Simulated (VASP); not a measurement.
# Li (P6/mmm) in VASP: further runs

Li is run at these levels: PBE; tasks: single point.

Everything below comes from runs of VASP 6.6.1. Logs are shortened: lines on timing, memory, paths and dates and some standing lists are left out, and cuts for length are marked.

## Step 1: The cell of the first run

It takes space group P6/mmm (No. 191, hexagonal). Conventional cell: a = 2.271 Å, b = 2.271 Å, c = 2.045 Å, α = 90.00°, β = 90.00°, γ = 120.00°. Within 2.7 Å of Li (site symmetry 6/mmm) lie 8 Li at 2.04 to 2.27 Å.

This isn't the form of Li at room conditions, which is bcc.

## Step 2: Single point, PBE (9.13 Å³/atom)

The input, POSCAR:

```
Li
1.0
    2.2706942878      0.0000000000      0.0000000000
   -1.1353471439      1.9664789374      0.0000000000
    0.0000000000      0.0000000000      2.0447013999
Li
1
Direct
    0.0000000000      0.0000000000      0.0000000000
```

The input, INCAR.step1:

```
SYSTEM = Li
PREC = Accurate
ENCUT = 520
EDIFF = 1E-6
ISMEAR = -1
SIGMA = 0.1
LREAL = .False.
LASPH = .True.
NELM = 80
ALGO = Normal
ISIF = 2
LWAVE = .False.
LCHARG = .True.
GGA = PE
NBANDS = 8
```

The input, KPOINTS.step1:

```
regular mesh
0
Gamma
  16 16 15
  0 0 0
```

The input, INCAR.step2:

```
SYSTEM = Li
PREC = Accurate
ENCUT = 520
EDIFF = 1E-6
ISMEAR = -5
SIGMA = 0.1
LREAL = .False.
LASPH = .True.
NELM = 80
ALGO = Normal
ISIF = 2
LWAVE = .False.
LCHARG = .False.
GGA = PE
LORBIT = 11
NEDOS = 1001
ICHARG = 11
```

The input, KPOINTS.step2:

```
regular mesh
0
Gamma
  24 24 23
  0 0 0
```

Potentials or basis: VASP PAW PBE potentials, release 64 (Li_sv).

Run with:

```
$ cat potpaw_PBE.64/Li_sv/POTCAR > POTCAR
$ cp INCAR.step1 INCAR
$ cp KPOINTS.step1 KPOINTS
$ mpirun -np 1 vasp_std > vasp.out
$ cp INCAR.step2 INCAR
$ cp KPOINTS.step2 KPOINTS
$ mpirun -np 1 vasp_std > vasp.out
```

OUTCAR:

```text
SYSTEM = Li
   PREC = Accurate
   ENCUT = 520
   EDIFF = 1E-6
   ISMEAR = -5
   LREAL = .False.
   LASPH = .True.
   NELM = 80
   ISIF = 2
   GGA = PE
   LORBIT = 11
   ICHARG = 11

 ion  position               nearest neighbor table
   1  0.000  0.000  0.000-

  LATTYP: Found a hexagonal cell.
 ALAT       =     2.2706942878
 C/A-ratio  =     0.9004741021

  Lattice vectors:

 A1 = (   2.2706942878,   0.0000000000,   0.0000000000)
 A2 = (  -1.1353471439,   1.9664789374,   0.0000000000)
 A3 = (   0.0000000000,   0.0000000000,   2.0447013999)

Analysis of symmetry for initial positions (statically):
=====================================================================
 Subroutine PRICEL returns:
 Original cell was already a primitive cell.

 Routine SETGRP: Setting up the symmetry group for a
 hexagonal supercell.

 Subroutine GETGRP returns: Found 24 space group operations
 (whereof 24 operations were pure point group operations)
 out of a pool of 24 trial point group operations.

The static configuration has the point symmetry D_6h.

Analysis of symmetry for dynamics (positions and initial velocities):
=====================================================================
 Subroutine PRICEL returns:
 Original cell was already a primitive cell.

 Routine SETGRP: Setting up the symmetry group for a
 hexagonal supercell.

 Subroutine GETGRP returns: Found 24 space group operations
 (whereof 24 operations were pure point group operations)
 out of a pool of 24 trial point group operations.

The dynamic configuration has the point symmetry D_6h.

 Subroutine INISYM returns: Found 24 space group operations
 (whereof 24 operations are pure point group operations),
 and found     1 'primitive' translations

----------------------------------------------------------------------------------------

                                     Primitive cell

  volume of cell :       9.1301

  direct lattice vectors                    reciprocal lattice vectors
     2.270694288  0.000000000  0.000000000     0.440393938  0.254261559  0.000000000
    -1.135347144  1.966478937  0.000000000     0.000000000  0.508523118  0.000000000
     0.000000000  0.000000000  2.044701400     0.000000000  0.000000000  0.489068966

  length of vectors
     2.270694288  2.270694288  2.044701400     0.508523118  0.508523118  0.489068966

  position of ions in fractional coordinates (direct lattice)
     0.000000000  0.000000000  0.000000000

  ion indices of the primitive-cell ions
   primitive index   ion index
                 1           1

----------------------------------------------------------------------------------------

 KPOINTS: regular mesh

Automatic generation of k-mesh.
 Grid dimensions read from file:
 generate k-points for:   24   24   23

 Generating k-lattice:

  Cartesian coordinates                     Fractional coordinates (reciprocal lattice)
     0.018349747  0.010594232  0.000000000     0.041666667  0.000000000  0.000000000
     0.000000000  0.021188463  0.000000000     0.000000000  0.041666667  0.000000000
     0.000000000  0.000000000  0.021263868     0.000000000  0.000000000  0.043478261

  Length of vectors
     0.021188463  0.021188463  0.021263868

  Shift w.r.t. Gamma in fractional coordinates (k-lattice)
     0.000000000  0.000000000  0.000000000

 TETIRR: Found  13157 inequivalent tetrahedra from    79488

 Subroutine IBZKPT returns following result:
 ===========================================

 Found    732 irreducible k-points:

 Following reciprocal coordinates:
            Coordinates               Weight
  0.000000  0.000000  0.000000      1.000000
  0.041667  0.000000  0.000000      6.000000
  0.083333  0.000000  0.000000      6.000000
  0.125000  0.000000  0.000000      6.000000
  0.166667  0.000000  0.000000      6.000000
  0.208333  0.000000  0.000000      6.000000
[... 16 lines left out ...]
  0.416667  0.041667  0.000000     12.000000
  0.458333  0.041667  0.000000     12.000000
 [... further k-points ...]
   k-points           NKPTS =    732   k-points in BZ     NKDIM =    732   number of bands    NBANDS=      5
   number of dos      NEDOS =   1001   number of ions     NIONS =      1
   total plane-waves  NPLWV =   5184
   dimension x,y,z NGX =    18 NGY =   18 NGZ =   16
   dimension x,y,z NGXF=    36 NGYF=   36 NGZF=   32
   ions per type =               1
   NGX,Y,Z   is equivalent  to a cutoff of  13.18, 13.18, 13.01 a.u.
   NGXF,Y,Z  is equivalent  to a cutoff of  26.36, 26.36, 26.02 a.u.
 SYSTEM =  Li
   PREC   = accura    normal or accurate (medium, high low for compatibility)
   ISTART =      0    job   : 0-new  1-cont  2-samecut
   ICHARG =     11    charge: 1-file 2-atom 10-const
   ISPIN  =      1    spin polarized calculation?
   LNONCOLLINEAR =      F non collinear calculations
   LSORBIT =      F    spin-orbit coupling
   LASPH  =      T    aspherical Exc in radial PAW
   ENCUT  =  520.0 eV  38.22 Ry    6.18 a.u.   4.22  4.22  3.80*2*pi/ulx,y,z
   NELM   =     80;   NELMIN=  2; NELMDL=  0     # of ELM steps
   EDIFF  = 0.1E-05   stopping-criterion for ELM
   LREAL  =      F    real-space projection
   EDIFFG = 0.1E-04   stopping-criterion for IOM
   NSW    =      0    number of steps for IOM
   IBRION =     -1    ionic relax: 0-MD 1-quasi-New 2-CG
   NFREE  =      0    steps in history (QN), initial steepest desc. (CG)
   ISIF   =      2    stress and relaxation
   ISYM   =      2    0-nonsym 1-usesym 2-fastsym
   POTIM  = 0.5000    time-step for ionic-motion
   TEBEG  =    0.0;   TEEND  =   0.0 temperature during run
   PSTRESS=    0.0 pullay stress
   NELECT =       3.0000    total number of electrons
   NUPDOWN=      -1.0000    fix difference up-down
   EMIN   =  10.00;   EMAX   =-10.00  energy-range for DOS
   EFERMI =   0.00;   METHOD = LEGACY
   ISMEAR =    -5;   SIGMA  =   0.10  broadening in eV -4-tet -1-fermi 0-gaus
   EFERMI_NEDOS =   21; number of points for ismear=-14 and -15
   IALGO  =     38    algorithm
   IMIX   =      4    mixing-type and parameters
     AMIX     =   0.40;   BMIX     =  1.00
     AMIX_MAG =   1.60;   BMIX_MAG =  1.00
  volume/ion in A,a.u.               =       9.13        61.61
  Fermi-wavevector in a.u.,A,eV,Ry     =   1.129681  2.134788 17.363483  1.276180
  Thomas-Fermi vector in A             =   2.266376
   LORBIT       =     11    0 simple, 1 ext, 2 COOP (PROOUT), +10 PAW based schemes
   GGA     = PE    functional components
   LHFCALC =     F    Hartree Fock is set to
   AEXX    =    0.0000 exact exchange contribution
   IVDW    =     0    specifies the selected vdW correction
   LEPSILON=     F    determine dielectric tensor
   LRPA    =     F    only Hartree local field effects (RPA)
 non-spin polarized calculation
 Fermi weights with tetrahedron method with Bloechl corrections
  energy-cutoff  :      520.00
  volume of cell :        9.13
 maximum number of plane-waves:       260
 NGX is ok and might be reduce to    18

 number of electron       3.0000001 magnetization

 Free energy of the ion-electron system (eV)
  ---------------------------------------------------
  ext. energy  EPLUGINS =         0.00000000
  ---------------------------------------------------
  free energy    TOTEN  =        -1.09124130 eV

  energy without entropy =       -1.09124130  energy(sigma->0) =       -1.09124130

 E-fermi :   3.7136     XC(G=0):  -9.3053

 val. band max:        3.7086600601   @ k =   0.4167   0.1667   0.0435
 cond. band min:       3.7352078028   @ k =   0.3750   0.0417   0.2174
 fundamental gap:      0.0265477427
 Fermi energy:         3.7136199584

 k-point     1 :       0.0000    0.0000    0.0000
  band No.  band energies     occupation
      1     -42.2751      2.00000
      2      -0.2359      2.00000
      3      25.7881      0.00000
      4      26.5919      0.00000
      5      26.5919      0.00000

 k-point     2 :       0.0417    0.0000    0.0000
  band No.  band energies     occupation
      1     -42.2705      2.00000
      2      -0.2065      2.00000
      3      25.8491      0.00000
      4      25.9085      0.00000
      5      26.2625      0.00000

 k-point     3 :       0.0833    0.0000    0.0000
  band No.  band energies     occupation
      1     -42.2566      2.00000
      2      -0.1183      2.00000
      3      24.3808      0.00000
      4      25.4813      0.00000
      5      26.0314      0.00000

 k-point     4 :       0.1250    0.0000    0.0000
  band No.  band energies     occupation
      1     -42.2348      2.00000
      2       0.0278      2.00000
      3      22.5020      0.00000
      4      24.5405      0.00000
      5      26.3340      0.00000

 k-point     5 :       0.1667    0.0000    0.0000
  band No.  band energies     occupation
      1     -42.2061      2.00000
      2       0.2338      2.00000
      3      20.5213      0.00000
      4      23.5963      0.00000
      5      26.7541      0.00000

 k-point     6 :       0.2083    0.0000    0.0000
  band No.  band energies     occupation
      1     -42.1727      2.00000
      2       0.4997      2.00000
      3      18.5745      0.00000
      4      22.7150      0.00000
      5      27.2888      0.00000
[... 113 lines left out ...]
 k-point    21 :       0.3333    0.0417    0.0000
  band No.  band energies     occupation
      1     -42.0500      2.00000
      2       1.8601      2.00000
      3      12.7824      0.00000
      4      20.1099      0.00000
      5      27.3231      0.00000

 k-point    22 :       0.3750    0.0417    0.0000
  band No.  band energies     occupation
      1     -42.0244      2.00000
      2       2.2850      2.00000
      3      11.6070      0.00000
      4      19.7620      0.00000
      5      27.3214      0.00000

 k-point    23 :       0.4167    0.0417    0.0000
  band No.  band energies     occupation
      1     -42.0063      2.00000
      2       2.6460      2.00000
      3      10.7414      0.00000
      4      19.5285      0.00000
      5      27.3438      0.00000

 k-point    24 :       0.4583    0.0417    0.0000
  band No.  band energies     occupation
      1     -41.9968      2.00000
      2       2.8612      2.00000
      3      10.2736      0.00000
      4      19.4116      0.00000
      5      27.3640      0.00000

 [... further k-points ...]

------------------------ aborting loop because EDIFF is reached ----------------------------------------

  FORCE on cell =-STRESS in cart. coord.  units (eV):
  Direction    XX          YY          ZZ          XY          YZ          ZX
  --------------------------------------------------------------------------------------
  -------------------------------------------------------------------------------------
  Total        2.1932467      2.1932467      2.1723587      0.0000000      0.0000000     -0.0000000
  in kB      384.8754436    384.8754436    381.2099735      0.0000000      0.0000000     -0.0000000
  external PRESSURE =     383.6536202 kB  Pullay stress =       0.0000000 kB

 VOLUME and BASIS-vectors are now :
 -----------------------------------------------------------------------------
  energy-cutoff  :      520.00
  volume of cell :        9.13
      direct lattice vectors                 reciprocal lattice vectors
     2.270694288  0.000000000  0.000000000     0.440393938  0.254261559  0.000000000
    -1.135347144  1.966478937  0.000000000     0.000000000  0.508523118  0.000000000
     0.000000000  0.000000000  2.044701400     0.000000000  0.000000000  0.489068966

 POSITION                                       TOTAL-FORCE (eV/Angst)
 -----------------------------------------------------------------------------------
      0.00000      0.00000      0.00000        -0.000000      0.000000      0.000000
 -----------------------------------------------------------------------------------
    total drift:                               -0.000000      0.000000      0.000000

  FREE ENERGIE OF THE ION-ELECTRON SYSTEM (eV)
  ---------------------------------------------------
  free  energy   TOTEN  =        -1.0912412971 eV

  energy  without entropy=       -1.0912412971  energy(sigma->0) =       -1.09124130

 total charge

# of ion       s       p       d       tot
------------------------------------------
    1        2.077   0.130   0.000   2.207
```

Run time: 51 s. Hardware: 1 thread of Intel Xeon 8259CL, shared host; peak memory 0.14 GiB.

What came out:

| Item | Value |
| --- | --- |
| Valence electrons inside the program's atomic spheres | Li 2.21 |

Caveat: the cutoff is under 1.25 times the usual one of these potentials, so pressure, stress and relaxed cells hold a basis-set (Pulay) error.

## Step 3: Single point, PBE (18.67 Å³/atom)

This run uses another cell than the first one, of 18.67 Å³/atom.

The input, POSCAR:

```
Li
1.0
    2.8596667449      0.0000000000      0.0000000000
   -1.4298333724      2.4765440474      0.0000000000
    0.0000000000      0.0000000000      2.6356740021
Li
1
Direct
    0.0000000000      0.0000000000      0.0000000000
```

The input, INCAR.step1:

```
SYSTEM = Li
PREC = Accurate
ENCUT = 520
EDIFF = 1E-6
ISMEAR = -1
SIGMA = 0.1
LREAL = .FALSE.
LASPH = .TRUE.
NELM = 60
ALGO = Normal
ISIF = 2
LWAVE = .FALSE.
LCHARG = .TRUE.
GGA = PE
NBANDS = 8
```

The input, KPOINTS.step1:

```
regular mesh
0
G
  16 16 15
  0 0 0
```

The input, INCAR.step2:

```
SYSTEM = Li
PREC = Accurate
ENCUT = 520
EDIFF = 1E-6
ISMEAR = -5
SIGMA = 0.1
LREAL = .FALSE.
LASPH = .TRUE.
NELM = 60
ALGO = Normal
ISIF = 2
LWAVE = .FALSE.
LCHARG = .FALSE.
GGA = PE
LORBIT = 11
NEDOS = 1001
ICHARG = 11
```

The input, KPOINTS.step2:

```
regular mesh
0
G
  24 24 23
  0 0 0
```

Potentials or basis: VASP PAW PBE potentials, release 64 (Li_sv).

Run with:

```
$ cat potpaw_PBE.64/Li_sv/POTCAR > POTCAR
$ cp INCAR.step1 INCAR
$ cp KPOINTS.step1 KPOINTS
$ mpirun -np 1 vasp_std > vasp.out
$ cp INCAR.step2 INCAR
$ cp KPOINTS.step2 KPOINTS
$ mpirun -np 1 vasp_std > vasp.out
```

It took 63 s on 1 thread of Intel Xeon 8259CL, shared host; peak memory 0.18 GiB.

The run converged. Its results:

```
Valence electrons inside the program's atomic spheres : Li 2.08
```

Levels at points of the mesh, in eV from the Fermi level:
```tsv
k point	band 1	band 2	band 3	band 4	band 5
(0.00, 0.00, 0.00)	-46.51	-3.59	13.05	14.31	14.31
(0.50, 0.00, 0.00)	-46.49	-0.21	3.07	10.15	14.18
```

Caveat: the cutoff is under 1.25 times the usual one of these potentials, so pressure, stress and relaxed cells hold a basis-set (Pulay) error.

## Step 4: Single point, PBE

This run uses another cell than the first one, of 20.29 Å³/atom.

The input, POSCAR:

```
Li
1.0
    2.9387646204      0.0000000000      0.0000000000
   -1.4693823102      2.5450448170      0.0000000000
    0.0000000000      0.0000000000      2.7127208782
Li
1
Direct
    0.0000000000      0.0000000000      0.0000000000
```

The input, INCAR.step1:

```
PREC = Accurate ; ENCUT = 520
EDIFF = 1E-6 ; ISMEAR = -1
SIGMA = 0.1 ; LREAL = False
LASPH = True ; NELM = 100
ALGO = Normal ; ISIF = 2
LWAVE = False ; LCHARG = True
GGA = PE ; NBANDS = 8
```

The input, KPOINTS.step1:

```
regular mesh
0
Gamma
  16 16 15
```

The input, INCAR.step2:

```
PREC = Accurate ; ENCUT = 520
EDIFF = 1E-6 ; ISMEAR = -5
SIGMA = 0.1 ; LREAL = False
LASPH = True ; NELM = 100
ALGO = Normal ; ISIF = 2
LWAVE = False ; LCHARG = False
GGA = PE ; LORBIT = 11
NEDOS = 2001 ; ICHARG = 11
```

The input, KPOINTS.step2:

```
regular mesh
0
Gamma
  24 24 23
```

Potentials or basis: VASP PAW PBE potentials, release 64 (Li_sv).

Run with:

```
$ cat potpaw_PBE.64/Li_sv/POTCAR > POTCAR
$ cp INCAR.step1 INCAR
$ cp KPOINTS.step1 KPOINTS
$ mpirun -np 1 vasp_std > vasp.out
$ cp INCAR.step2 INCAR
$ cp KPOINTS.step2 KPOINTS
$ mpirun -np 1 vasp_std > vasp.out
```

OUTCAR:

```text
PREC = Accurate
   ENCUT = 520
   EDIFF = 1E-6
   ISMEAR = -5
   LREAL = False
   LASPH = True
   NELM = 100
   ISIF = 2
   GGA = PE
   LORBIT = 11
   ICHARG = 11

 ion  position               nearest neighbor table
   1  0.000  0.000  0.000-

  LATTYP: Found a hexagonal cell.
 ALAT       =     2.9387646204
 C/A-ratio  =     0.9230820527

  Lattice vectors:

 A1 = (   2.9387646204,   0.0000000000,   0.0000000000)
 A2 = (  -1.4693823102,   2.5450448170,   0.0000000000)
[... 378 lines left out ...]

  FORCE on cell =-STRESS in cart. coord.  units (eV):
  Direction    XX          YY          ZZ          XY          YZ          ZX
  --------------------------------------------------------------------------------------
  -------------------------------------------------------------------------------------
  Total       -0.0146474     -0.0146474     -0.0061048      0.0000000     -0.0000000      0.0000000
  in kB       -1.1566623     -1.1566623     -0.4820743      0.0000000     -0.0000000      0.0000000
  external PRESSURE =      -0.9317997 kB  Pullay stress =       0.0000000 kB

 VOLUME and BASIS-vectors are now :
 -----------------------------------------------------------------------------
  energy-cutoff  :      520.00
  volume of cell :       20.29
      direct lattice vectors                 reciprocal lattice vectors
     2.938764620  0.000000000  0.000000000     0.340279039  0.196460195  0.000000000
    -1.469382310  2.545044817  0.000000000     0.000000000  0.392920389  0.000000000
     0.000000000  0.000000000  2.712720878     0.000000000  0.000000000  0.368633577

 POSITION                                       TOTAL-FORCE (eV/Angst)
 -----------------------------------------------------------------------------------
      0.00000      0.00000      0.00000        -0.000000      0.000000      0.000000
 -----------------------------------------------------------------------------------
    total drift:                                0.000000     -0.000000      0.000000

  FREE ENERGIE OF THE ION-ELECTRON SYSTEM (eV)
  ---------------------------------------------------
  free  energy   TOTEN  =        -1.8398435280 eV

  energy  without entropy=       -1.8398435280  energy(sigma->0) =       -1.83984353

 total charge

# of ion       s       p       d       tot
------------------------------------------
    1        2.032   0.043   0.000   2.075
```

OUTCAR.step1:

```text
PREC = Accurate
   ENCUT = 520
   EDIFF = 1E-6
   ISMEAR = -1
   LREAL = False
[... 481 lines left out ...]

 POSITION                                       TOTAL-FORCE (eV/Angst)
 -----------------------------------------------------------------------------------
      0.00000      0.00000      0.00000        -0.000000      0.000000      0.000000
 -----------------------------------------------------------------------------------
    total drift:                                0.000000     -0.000000      0.000000

  FREE ENERGIE OF THE ION-ELECTRON SYSTEM (eV)
  ---------------------------------------------------
  free  energy   TOTEN  =        -1.8478589663 eV

  energy  without entropy=       -1.8331622329  energy(sigma->0) =       -1.84051060
```

Wall time 60 s (1 thread of Intel Xeon 8259CL, shared host); peak memory 0.18 GiB.

Results:

- Valence electrons inside the program's atomic spheres: Li 2.08

Caveat: the cutoff is under 1.25 times the usual one of these potentials, so pressure, stress and relaxed cells hold a basis-set (Pulay) error.
